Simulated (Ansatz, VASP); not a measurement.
# One calculation of GaN, two programs

```xyz
4
Lattice="3.2184 0.0000 0.0000 -1.6092 2.7872 0.0000 0.0000 0.0000 5.2430" Properties=species:S:1:pos:R:3 pbc="T T T"
Ga    0.1875    1.8582    5.2385
Ga    1.7967    0.9291    2.6170
N     0.0000    1.8582    1.9707
N     1.6092    0.9291    4.5922
```

Change from the starting cell: all Ga atoms moved +0.188 Å, as atom 1 along Cartesian [1 0 0].

Alike in both runs: task single point; functional PBE; k mesh 12 × 12 × 6; occupations gaussian, width 0.05 eV; no spin polarisation.

```csv
,VASP,Ansatz
version,VASP 6.6.1,Ansatz 0.2.0
potentials or method,"VASP PAW PBE potentials, release 64 (Ga_d, N), cutoff 520 eV","scalar-relativistic, plane waves, PAW"
valence electrons in the cell,36,36
```

|  | VASP | Ansatz | Ansatz less VASP |
| --- | --- | --- | --- |
| gap on the k mesh at the Fermi level (eV) | 1.50 | 1.50 | -0.004 |
| least direct gap on the mesh (eV) | 1.50 | 1.50 | -0.004 |
| pressure (GPa) | 3.4 | 3.4 | 0.00 |
| traceless stress, the component that is largest in VASP (GPa) | -6.43 | -6.59 | -0.156 |
| rms of the force components (eV/Å) | 1.421 | 1.446 | +0.0242 |

Atom by atom the forces differ by 0.025 eV/Å (rms over components).
